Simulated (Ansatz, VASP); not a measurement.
## Two plane-wave programs on CoSi2

```
Co Si
1.0
     0.00000    2.67800    2.67800
     2.67800    0.00000    2.67800
     2.67800    2.67800    0.00000
Co Si
1 2
Direct
  0.00000 0.00000 0.00000
  0.25000 0.25000 0.25000
  0.75000 0.75000 0.75000
```

Alike in both runs: task relaxation of cell and atoms; functional PBEsol; k mesh 14 × 14 × 14; occupations gaussian, width 0.1 eV; no spin polarisation.

```csv
,VASP,Ansatz
version,VASP 6.6.1,Ansatz 0.2.0
potentials or method,"VASP PAW PBE potentials, release 64 (Co, Si), cutoff 600 eV","scalar-relativistic, plane waves, PAW"
valence electrons in the cell,17,25
```

```csv
,VASP,Ansatz,Ansatz less VASP
"gap on the k mesh at the Fermi level, each at its own relaxed structure (eV)",none,none,-
relaxed volume (Å³/atom),12.49,12.49,0.000
relaxed cell length with the largest relative difference (Å),3.756,3.756,0.0000
```

VASP's potentials were made for PBE, not for PBEsol. A gap of «none» marks a metal or a gap that the smearing closes. VASP's potentials hold 17 valence electrons a cell and Ansatz's 25, so a difference there can come from the potentials and not from the codes.
